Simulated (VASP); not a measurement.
# WC (I4/mmm) in VASP: a series of runs

The runs below take WC through single point, with PBEsol.

Everything below comes from runs of VASP 6.6.1. Logs are shortened: lines on timing, memory, paths and dates and some standing lists are left out, and cuts for length are marked.

## (1) The cell of the first run

Symmetry: I4/mmm, No. 139, tetragonal system. Conventional cell: a = 2.946 Å, b = 2.946 Å, c = 4.385 Å, α = 90.00°, β = 90.00°, γ = 90.00°. Within 2.8 Å of W (site symmetry 4/mmm) lie 6 C at 2.08 to 2.19 Å. C (site symmetry 4/mmm) has 6 W at 2.08 to 2.19 Å within 2.8 Å.

## (2) Single point, PBEsol (strain -0.050 along x and y, +0.000 along z)

Input file INCAR:

```
SYSTEM = WC
ALGO     = Normal         ! electronic algorithm
EDIFF    = 1E-6           ! SCF threshold, eV
ENCUT    = 520            ! plane-wave cutoff, eV
GGA      = PS             ! functional
ISIF     = 2              ! what is computed and relaxed
ISMEAR   = 0              ! smearing method
LASPH    = .True.         ! aspherical terms in the spheres
LCHARG   = .True.         ! write CHGCAR
LELF     = .True.         ! ELF
LREAL    = .False.        ! projectors in reciprocal space
LVHAR    = .True.       
LWAVE    = .False.        ! write WAVECAR
NBANDS   = 16             ! bands
NELM     = 60             ! most SCF steps
PREC     = Accurate       ! precision mode
SIGMA    = 0.15           ! smearing width, eV
```

Input file KPOINTS:

```
k-points
0
Gamma
  18 18 18
  0 0 0
```

Input file POSCAR:

```
WC
1.0
    0.0000000000      2.0830498000      2.1926840000
    2.0830498000      0.0000000000      2.1926840000
    2.0830498000      2.0830498000      0.0000000000
W C
1 1
Direct
    0.0000000000      0.0000000000      0.0000000000
    0.5000000000      0.5000000000      0.5000000000
```

Potentials or basis: VASP PAW PBE potentials, release 64 (W_sv, C).

Command:

```sh
> cat potpaw_PBE.64/W_sv/POTCAR potpaw_PBE.64/C/POTCAR > POTCAR
> mpirun -np 1 vasp_std > vasp.out
```

OUTCAR:

```text
SYSTEM = WC
   EDIFF = 1E-6
   ENCUT = 520
   GGA = PS
   ISIF = 2
   ISMEAR = 0
   LASPH = .True.
   LREAL = .False.
   NELM = 60
   PREC = Accurate

 ion  position               nearest neighbor table
   1  0.000  0.000  0.000-   2 2.08   2 2.08   2 2.08   2 2.08   2 2.19   2 2.19
   2  0.500  0.500  0.500-   1 2.08   1 2.08   1 2.08   1 2.08   1 2.19   1 2.19

  LATTYP: Found a body centered tetragonal cell.
 ALAT       =     2.9458772783
 C/A-ratio  =     1.4886458551

  Lattice vectors:

 A1 = (  -2.0830498000,   0.0000000000,   2.1926840000)
 A2 = (   2.0830498000,   0.0000000000,   2.1926840000)
 A3 = (   0.0000000000,   2.0830498000,  -2.1926840000)

Analysis of symmetry for initial positions (statically):
=====================================================================
 Subroutine PRICEL returns:
 Original cell was already a primitive cell.

 Routine SETGRP: Setting up the symmetry group for a
 body centered tetragonal supercell.

 Subroutine GETGRP returns: Found 16 space group operations
 (whereof 16 operations were pure point group operations)
 out of a pool of 16 trial point group operations.

The static configuration has the point symmetry D_4h.

Analysis of symmetry for dynamics (positions and initial velocities):
=====================================================================
 Subroutine PRICEL returns:
 Original cell was already a primitive cell.

 Routine SETGRP: Setting up the symmetry group for a
 body centered tetragonal supercell.

 Subroutine GETGRP returns: Found 16 space group operations
 (whereof 16 operations were pure point group operations)
 out of a pool of 16 trial point group operations.

The dynamic configuration has the point symmetry D_4h.

 Subroutine INISYM returns: Found 16 space group operations
 (whereof 16 operations are pure point group operations),
 and found     1 'primitive' translations

----------------------------------------------------------------------------------------

                                     Primitive cell

  volume of cell :      19.0285

  direct lattice vectors                    reciprocal lattice vectors
     0.000000000  2.083049800  2.192684000    -0.240032667  0.240032667  0.228031034
     2.083049800  0.000000000  2.192684000     0.240032667 -0.240032667  0.228031034
     2.083049800  2.083049800  0.000000000     0.240032667  0.240032667 -0.228031034

  length of vectors
     3.024394087  3.024394087  2.945877278     0.408937056  0.408937056  0.408937056

  position of ions in fractional coordinates (direct lattice)
     0.000000000  0.000000000  0.000000000
     0.500000000  0.500000000  0.500000000

  ion indices of the primitive-cell ions
   primitive index   ion index
                 1           1
                 2           2

----------------------------------------------------------------------------------------

 KPOINTS: k-points

Automatic generation of k-mesh.
 Grid dimensions read from file:
 generate k-points for:   18   18   18

 Generating k-lattice:

  Cartesian coordinates                     Fractional coordinates (reciprocal lattice)
    -0.013335148  0.013335148  0.012668391     0.055555556  0.000000000  0.000000000
     0.013335148 -0.013335148  0.012668391     0.000000000  0.055555556  0.000000000
     0.013335148  0.013335148 -0.012668391    -0.000000000 -0.000000000  0.055555556

  Length of vectors
     0.022718725  0.022718725  0.022718725

  Shift w.r.t. Gamma in fractional coordinates (k-lattice)
     0.000000000  0.000000000  0.000000000

 Subroutine IBZKPT returns following result:
 ===========================================

 Found    480 irreducible k-points:

 Following reciprocal coordinates:
            Coordinates               Weight
  0.000000  0.000000  0.000000      1.000000
  0.055556  0.000000  0.000000      8.000000
  0.111111  0.000000  0.000000      8.000000
  0.166667  0.000000  0.000000      8.000000
  0.222222 -0.000000  0.000000      8.000000
  0.277778  0.000000  0.000000      8.000000
[... 16 lines left out ...]
 -0.277778  0.055556  0.000000      8.000000
 -0.222222  0.055556  0.000000      8.000000
 [... further k-points ...]
   k-points           NKPTS =    480   k-points in BZ     NKDIM =    480   number of bands    NBANDS=     16
   number of dos      NEDOS =    301   number of ions     NIONS =      2
   total plane-waves  NPLWV =  13824
   dimension x,y,z NGX =    24 NGY =   24 NGZ =   24
   dimension x,y,z NGXF=    48 NGYF=   48 NGZF=   48
   ions per type =               1   1
   NGX,Y,Z   is equivalent  to a cutoff of  13.19, 13.19, 13.54 a.u.
   NGXF,Y,Z  is equivalent  to a cutoff of  26.38, 26.38, 27.09 a.u.
 SYSTEM =  WC
   PREC   = accura    normal or accurate (medium, high low for compatibility)
   ISTART =      0    job   : 0-new  1-cont  2-samecut
   ICHARG =      2    charge: 1-file 2-atom 10-const
   ISPIN  =      1    spin polarized calculation?
   LNONCOLLINEAR =      F non collinear calculations
   LSORBIT =      F    spin-orbit coupling
   LASPH  =      T    aspherical Exc in radial PAW
   ENCUT  =  520.0 eV  38.22 Ry    6.18 a.u.   5.62  5.62  5.48*2*pi/ulx,y,z
   NELM   =     60;   NELMIN=  2; NELMDL= -5     # of ELM steps
   EDIFF  = 0.1E-05   stopping-criterion for ELM
   LREAL  =      F    real-space projection
   EDIFFG = 0.1E-04   stopping-criterion for IOM
   NSW    =      0    number of steps for IOM
   IBRION =     -1    ionic relax: 0-MD 1-quasi-New 2-CG
   NFREE  =      0    steps in history (QN), initial steepest desc. (CG)
   ISIF   =      2    stress and relaxation
   ISYM   =      2    0-nonsym 1-usesym 2-fastsym
   POTIM  = 0.5000    time-step for ionic-motion
   TEBEG  =    0.0;   TEEND  =   0.0 temperature during run
   PSTRESS=    0.0 pullay stress
   NELECT =      18.0000    total number of electrons
   NUPDOWN=      -1.0000    fix difference up-down
   EMIN   =  10.00;   EMAX   =-10.00  energy-range for DOS
   EFERMI =   0.00;   METHOD = LEGACY
   ISMEAR =     0;   SIGMA  =   0.15  broadening in eV -4-tet -1-fermi 0-gaus
   EFERMI_NEDOS =   21; number of points for ismear=-14 and -15
   IALGO  =     38    algorithm
   IMIX   =      4    mixing-type and parameters
     AMIX     =   0.40;   BMIX     =  1.00
     AMIX_MAG =   1.60;   BMIX_MAG =  1.00
  volume/ion in A,a.u.               =       9.51        64.21
  Fermi-wavevector in a.u.,A,eV,Ry     =   1.607054  3.036892 35.138726  2.582624
  Thomas-Fermi vector in A             =   2.703144
   LORBIT       =      0    0 simple, 1 ext, 2 COOP (PROOUT), +10 PAW based schemes
   GGA     = PS    functional components
   LHFCALC =     F    Hartree Fock is set to
   AEXX    =    0.0000 exact exchange contribution
   IVDW    =     0    specifies the selected vdW correction
   LEPSILON=     F    determine dielectric tensor
   LRPA    =     F    only Hartree local field effects (RPA)
 non-spin polarized calculation
 Gauss-broadening in eV      SIGMA  =   0.15
  energy-cutoff  :      520.00
  volume of cell :       19.03
 maximum number of plane-waves:       540
   NGX = 11   NGY = 11   NGZ = 11

 number of electron      18.0000002 magnetization

 Free energy of the ion-electron system (eV)
  ---------------------------------------------------
  ext. energy  EPLUGINS =         0.00000000
  ---------------------------------------------------
  free energy    TOTEN  =       -22.75209115 eV

  energy without entropy =      -22.74269086  energy(sigma->0) =      -22.74739100

 E-fermi :  13.8566     XC(G=0): -14.4145

 val. band max:       13.8563319766   @ k =   0.3333   0.0556   0.0000
 cond. band min:      13.8576246466   @ k =  -0.3889   0.1111   0.2222
 fundamental gap:      0.0012926700
 Fermi energy:        13.8566347917

 k-point     1 :       0.0000    0.0000    0.0000
  band No.  band energies     occupation
      1     -61.4202      2.00000
      2     -25.4107      2.00000
      3     -25.4107      2.00000
      4     -25.4006      2.00000
      5      -2.8225      2.00000
      6      10.2370      2.00000
[... 8 lines left out ...]
     15      23.4011      0.00000
     16      38.5899      0.00000

 k-point     2 :       0.0556    0.0000    0.0000
  band No.  band energies     occupation
      1     -61.4184      2.00000
      2     -25.4369      2.00000
      3     -25.4124      2.00000
      4     -25.4065      2.00000
      5      -2.7211      2.00000
      6      10.1037      2.00000
[... 8 lines left out ...]
     15      23.6425      0.00000
     16      37.4393      0.00000

 k-point     3 :       0.1111    0.0000    0.0000
  band No.  band energies     occupation
      1     -61.4129      2.00000
      2     -25.5168      2.00000
      3     -25.4180      2.00000
      4     -25.4173      2.00000
      5      -2.4236      2.00000
      6       9.5057      2.00000
[... 8 lines left out ...]
     15      24.3245      0.00000
     16      35.4617      0.00000

 k-point     4 :       0.1667    0.0000    0.0000
  band No.  band energies     occupation
      1     -61.4047      2.00000
      2     -25.6379      2.00000
      3     -25.4350      2.00000
      4     -25.4248      2.00000
      5      -1.9491      2.00000
      6       8.5751      2.00000
[... 8 lines left out ...]
     15      25.3073      0.00000
     16      33.5602      0.00000

 k-point     5 :       0.2222   -0.0000    0.0000
  band No.  band energies     occupation
      1     -61.3945      2.00000
      2     -25.7835      2.00000
      3     -25.4556      2.00000
      4     -25.4340      2.00000
      5      -1.3267      2.00000
      6       7.5785      2.00000
[... 8 lines left out ...]
     15      26.3319      0.00000
     16      32.2004      0.00000

 k-point     6 :       0.2778    0.0000    0.0000
  band No.  band energies     occupation
      1     -61.3836      2.00000
      2     -25.9350      2.00000
      3     -25.4775      2.00000
      4     -25.4437      2.00000
      5      -0.5914      2.00000
      6       6.5899      2.00000
[... 8 lines left out ...]
     15      27.1589      0.00000
     16      31.0174      0.00000

 k-point     7 :       0.3333   -0.0000    0.0000
  band No.  band energies     occupation
      1     -61.3734      2.00000
      2     -26.0742      2.00000
      3     -25.4979      2.00000
      4     -25.4528      2.00000
      5       0.2201      2.00000
      6       5.6285      2.00000
[... 8 lines left out ...]
     15      27.8559      0.00000
     16      29.3158      0.00000

 k-point     8 :       0.3889    0.0000    0.0000
  band No.  band energies     occupation
      1     -61.3651      2.00000
      2     -26.1857      2.00000
      3     -25.5145      2.00000
      4     -25.4601      2.00000
      5       1.0736      2.00000
      6       4.6990      2.00000
[... 8 lines left out ...]
     15      27.4530      0.00000
     16      28.1264      0.00000

 k-point     9 :       0.4444   -0.0000    0.0000
  band No.  band energies     occupation
      1     -61.3597      2.00000
      2     -26.2574      2.00000
      3     -25.5252      2.00000
      4     -25.4649      2.00000
      5       1.9357      2.00000
      6       3.8053      2.00000
[... 8 lines left out ...]
     15      26.3512      0.00000
     16      27.0559      0.00000
[... 172 lines left out ...]
 k-point    19 :       0.5000    0.0556    0.0000
  band No.  band energies     occupation
      1     -61.3574      2.00000
      2     -26.2682      2.00000
      3     -25.5447      2.00000
      4     -25.4728      2.00000
      5       2.3373      2.00000
      6       3.3882      2.00000
[... 8 lines left out ...]
     15      26.1881      0.00000
     16      26.9402      0.00000

 k-point    20 :      -0.4444    0.0556    0.0000
  band No.  band energies     occupation
      1     -61.3577      2.00000
      2     -26.2655      2.00000
      3     -25.5470      2.00000
      4     -25.4667      2.00000
      5       2.2521      2.00000
      6       3.4925      2.00000
[... 8 lines left out ...]
     15      26.2103      0.00000
     16      27.0375      0.00000

 k-point    21 :      -0.3889    0.0556    0.0000
  band No.  band energies     occupation
      1     -61.3617      2.00000
      2     -26.2155      2.00000
      3     -25.5413      2.00000
      4     -25.4576      2.00000
      5       1.4576      2.00000
      6       4.3191      2.00000
[... 8 lines left out ...]
     15      26.8451      0.00000
     16      27.9762      0.00000

 k-point    22 :      -0.3333    0.0556    0.0000
  band No.  band energies     occupation
      1     -61.3688      2.00000
      2     -26.1233      2.00000
      3     -25.5279      2.00000
      4     -25.4468      2.00000
      5       0.6170      2.00000
      6       5.2237      2.00000
[... 8 lines left out ...]
     15      27.7239      0.00000
     16      28.7610      0.00000

 k-point    23 :      -0.2778    0.0556    0.0000
  band No.  band energies     occupation
      1     -61.3782      2.00000
      2     -25.9986      2.00000
      3     -25.5086      2.00000
      4     -25.4355      2.00000
      5      -0.2037      2.00000
      6       6.1686      2.00000
[... 8 lines left out ...]
     15      27.4598      0.00000
     16      29.8385      0.00000

 k-point    24 :      -0.2222    0.0556    0.0000
  band No.  band energies     occupation
      1     -61.3888      2.00000
      2     -25.8553      2.00000
      3     -25.4852      2.00000
      4     -25.4250      2.00000
      5      -0.9665      2.00000
      6       7.1447      2.00000
[... 8 lines left out ...]
     15      26.7589      0.00000
     16      31.5313      0.00000

 [... further k-points ...]
[... 5 lines left out ...]
  --------------------------------------------------------------------------------------
  -------------------------------------------------------------------------------------
  Total        6.2560655      6.2560655      1.2272555      0.0000000      0.0000000      0.0000000
  in kB      526.7523982    526.7523982    103.3332807      0.0000000      0.0000000      0.0000000
  external PRESSURE =     385.6126923 kB  Pullay stress =       0.0000000 kB

 VOLUME and BASIS-vectors are now :
 -----------------------------------------------------------------------------
  energy-cutoff  :      520.00
  volume of cell :       19.03
      direct lattice vectors                 reciprocal lattice vectors
     0.000000000  2.083049800  2.192684000    -0.240032667  0.240032667  0.228031034
     2.083049800  0.000000000  2.192684000     0.240032667 -0.240032667  0.228031034
     2.083049800  2.083049800  0.000000000     0.240032667  0.240032667 -0.228031034

 POSITION                                       TOTAL-FORCE (eV/Angst)
 -----------------------------------------------------------------------------------
      0.00000      0.00000      0.00000        -0.000000      0.000000      0.000000
      2.08305      2.08305      2.19268         0.000000     -0.000000      0.000000
 -----------------------------------------------------------------------------------
    total drift:                                0.000000     -0.000000     -0.000000

  FREE ENERGIE OF THE ION-ELECTRON SYSTEM (eV)
  ---------------------------------------------------
  free  energy   TOTEN  =       -22.7520911454 eV

  energy  without entropy=      -22.7426908592  energy(sigma->0) =      -22.74739100
```

It took 3.2 min on 1 thread of AMD EPYC 7R43 (Zen 3), shared host; peak memory 0.23 GiB.

What came out:

```yaml
Free_energy: -22.7521 eV
Pressure: 38.6 GPa
Band_gap_on_the_k_mesh: zero (bands 9 and 10 overlap by 3.42 eV)
```

Levels at points of the mesh, in eV from the Fermi level:
```csv
k point,band 5,band 6,band 7,band 8,band 9,band 10,band 11,band 12,band 13,band 14
"(0.00, 0.00, 0.00)",-16.68,-3.62,-2.89,-2.89,-1.52,-1.43,-1.11,-1.11,-0.71,7.94
"(0.50, 0.00, 0.00)",-11.26,-10.72,-7.43,-7.30,1.11,1.53,2.86,5.03,9.16,10.76
"(0.50, 0.50, 0.00)",-14.49,-6.59,-6.22,-2.37,-2.37,1.03,2.73,2.73,5.95,9.11
"(0.50, 0.00, 0.50)",-14.41,-6.61,-5.54,-2.85,-2.62,1.03,2.37,3.10,6.83,8.78
```

Caveat: the cell differs from its parent crystal (strain -0.050 along x and y, +0.000 along z); the cell stands under pressure; the PAW data sets were made with another functional, which shifts forces and pressure a little; spin-orbit coupling is left out, which moves the levels of the heavy elements.

## (3) Single point, PBEsol (strain -0.025 along x and y, -0.050 along z)

Input file INCAR:

```
  PREC = Accurate
  ENCUT = 520
  EDIFF = 1E-6
  ISMEAR = 0
  SIGMA = 0.15
  LREAL = False
  LASPH = True
  NELM = 100
  ALGO = Normal
  ISIF = 2
  LWAVE = False
  LCHARG = True
  GGA = PS
  LELF = True
  LVHAR = True
  NBANDS = 16
```

Input file KPOINTS:

```
Automatic mesh
0
Gamma
  18 18 18
```

Input file POSCAR:

```
WC
1.0
    0.0000000000      2.1378669000      2.0830498000
    2.1378669000      0.0000000000      2.0830498000
    2.1378669000      2.1378669000      0.0000000000
W C
1 1
Direct
    0.0000000000      0.0000000000      0.0000000000
    0.5000000000      0.5000000000      0.5000000000
```

Potentials or basis: VASP PAW PBE potentials, release 64 (W_sv, C).

Command:

```sh
> cat potpaw_PBE.64/W_sv/POTCAR potpaw_PBE.64/C/POTCAR > POTCAR
> mpirun -np 1 vasp_std > vasp.out
```

It took 2.9 min on 1 thread of AMD EPYC 7R43 (Zen 3), shared host; peak memory 0.23 GiB.

It converged, with:

```
Free energy            : -22.8198 eV
Pressure               : 36.3 GPa
Band gap on the k mesh : zero (bands 9 and 10 overlap by 3.51 eV)
```

Stress tensor (GPa, compression positive):
```
28.01  0.00  0.00
 0.00 28.01  0.00
 0.00  0.00 52.80
```

Levels at points of the mesh, in eV from the Fermi level:
```
           k point  band 7  band 8  band 9  band 10  band 11  band 12
(0.00, 0.00, 0.00)   -3.27   -2.92   -1.29    -1.29    -1.24    -1.11
(0.50, 0.00, 0.00)   -7.37   -7.32    1.17     1.41     2.80     5.05
(0.50, 0.50, 0.00)   -5.55   -2.77   -2.77     1.10     2.73     2.73
(0.50, 0.00, 0.50)   -5.91   -2.64   -2.49     1.02     2.57     2.89
```

Caveat: the cell differs from its parent crystal (strain -0.025 along x and y, -0.050 along z); the cell stands under pressure; the PAW data sets were made with another functional, which shifts forces and pressure a little; spin-orbit coupling is left out, which moves the levels of the heavy elements.

## (4) Single point, PBEsol (strain -0.050 along x and y, +0.025 along z)

Input file INCAR:

```
PREC = Accurate ; ENCUT = 520
EDIFF = 1E-6 ; ISMEAR = 0
SIGMA = 0.15 ; LREAL = F
LASPH = T ; NELM = 80
ALGO = Normal ; ISIF = 2
LWAVE = F ; LCHARG = T
GGA = PS ; LELF = T
LVHAR = T ; NBANDS = 16
```

Input file KPOINTS:

```
regular mesh
0
Gamma
  18 18 18
```

Input file POSCAR:

```
WC
1.0
    0.0000000000      2.0830498000      2.2475011000
    2.0830498000      0.0000000000      2.2475011000
    2.0830498000      2.0830498000      0.0000000000
W C
1 1
Direct
    0.0000000000      0.0000000000      0.0000000000
    0.5000000000      0.5000000000      0.5000000000
```

Command:

```sh
> cat potpaw_PBE.64/W_sv/POTCAR potpaw_PBE.64/C/POTCAR > POTCAR
> mpirun -np 1 vasp_std > vasp.out
```

Wall time 3.1 min (1 thread of AMD EPYC 7R43 (Zen 3), shared host); peak memory 0.23 GiB.

Results (log left out):

- Free energy: -22.7558 eV
- Pressure: 28.7 GPa
- Band gap on the k mesh: zero (bands 9 and 10 overlap by 3.17 eV)

Stress tensor (GPa, compression positive):
```
46.48  0.00  0.00
 0.00 46.48  0.00
 0.00  0.00 -7.00
```

Levels at points of the mesh, in eV from the Fermi level:
```tsv
k point	band 5	band 6	band 7	band 8	band 9	band 10	band 11	band 12	band 13	band 14
(0.00, 0.00, 0.00)	-16.46	-3.71	-2.66	-2.66	-1.76	-1.44	-1.02	-1.02	-0.53	7.84
(0.50, 0.00, 0.00)	-11.20	-10.49	-7.29	-7.11	1.01	1.58	2.82	4.96	8.45	10.81
(0.50, 0.50, 0.00)	-14.32	-6.38	-6.33	-2.21	-2.21	0.98	2.59	2.59	5.45	8.98
(0.50, 0.00, 0.50)	-14.19	-6.38	-5.38	-2.87	-2.59	0.91	2.07	3.15	6.72	8.53
```

Caveat: the cell differs from its parent crystal (strain -0.050 along x and y, +0.025 along z); the cell stands under pressure; the PAW data sets were made with another functional, which shifts forces and pressure a little; spin-orbit coupling is left out, which moves the levels of the heavy elements.

(Part 1 of 2 ends here.)
